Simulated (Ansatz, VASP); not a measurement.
# One calculation of Ga, two programs

The input POSCAR:

```
Ga
1.0
   -1.3843987196      1.3843987196      2.3112238365
    1.3843987196     -1.3843987196      2.3112238365
    1.3843987196      1.3843987196     -2.3112238365
Ga
1
Direct
    0.0000000000      0.0000000000      0.0000000000
```

INCAR.step1

```
  PREC = Accurate
  ENCUT = 520
  ISMEAR = -1
  SIGMA = 0.05
  LREAL = F
  LASPH = T
  NELM = 150
  LNONCOLLINEAR = T
  MAGMOM = 0 0 0
  LSORBIT = T
  GGA_COMPAT = F
  NBANDS = 24
  GGA = PE
  ALGO = Normal
  EDIFF = 1E-4
  LWAVE = T
  LCHARG = F
```

File INCAR.step2:

```
  PREC = Accurate
  ENCUT = 520
  EDIFF = 1E-6
  ISMEAR = -1
  SIGMA = 0.05
  LREAL = F
  LASPH = T
  NELM = 150
  ALGO = Normal
  ISIF = 2
  LWAVE = F
  LCHARG = F
  LNONCOLLINEAR = T
  MAGMOM = 0 0 0
  LORBIT = 11
  LSORBIT = T
  GGA_COMPAT = F
  LORBMOM = T
  METAGGA = R2SCAN
  LMIXTAU = T
  NBANDS = 24
  ISTART = 1
```

KPOINTS

```
Automatic mesh
0
Gamma
  10 10 10
```

Contents of input.yaml:

```yaml
crystal:
  lattice:
    - [-1.3843987196, 1.3843987196, 2.3112238365]
    - [1.3843987196, -1.3843987196, 2.3112238365]
    - [1.3843987196, 1.3843987196, -2.3112238365]
  atoms:
    - { symbol: Ga, position: [0.0, 0.0, 0.0] }
hamiltonian:
  xc: r2scan
  pseudopotentials: { kind: paw_fr }
magnetization:
  noncollinear: true
  spin_orbit: true
kpoints:
  mp_grid: { grid: [10, 10, 10] }
  band_path:
    path:
      - [[0.0, 0.0, 0.0], [0.0, 0.0, 0.5], [-0.1793941871, 0.1793941871, 0.5], [-0.3396970935, 0.3396970935, 0.3396970935], [0.0, 0.0, 0.0], [0.5, 0.5, -0.5], [0.3396970935, 0.6603029065, -0.3396970935], [0.0, 0.5, 0.0], [0.25, 0.25, 0.25], [0.5, 0.5, -0.1793941871], [0.5, 0.5, -0.5]]
      - [[0.0, 0.0, 0.5], [0.25, 0.25, 0.25]]
    npoints: 14
scf:
  occupations: { method: fermi_dirac, width: 0.05 }
  n_extra_bands: 6
output:
  forces: true
  stress: true
  eigenvalues: true
  fatbands: true
  write_density: true
  write_potential: true
  elf: true
  volumetric_format: npy
```

Alike in both runs: functional r2SCAN; k mesh 10 × 10 × 10; occupations fermi-dirac, width 0.05 eV; non-collinear spin, spin-orbit coupling.

|  | VASP | Ansatz |
| --- | --- | --- |
| version | VASP 6.6.1 | Ansatz 0.2.0 |
| potentials or method | VASP PAW PBE potentials, release 64 (Ga_d) | Ansatz PAW |
| plane-wave cutoff (eV) | 520 | 500 |
| valence electrons in the cell | 13 | 13 |
| task | single point | band structure |

Ansatz gave:

```
pressure (GPa)                                                : 0.7
traceless stress, the component that is largest in VASP (GPa) : -2.32
net moment per atom (μB)                                      : 0.00
```

**Question.** Which values does VASP return?

**Answer.** Pressure (GPa): 0.7; traceless stress, the component that is largest in VASP (GPa): -2.30; net moment per atom (μB): 0.00.

VASP's potentials were made for PBE, not for r2SCAN.
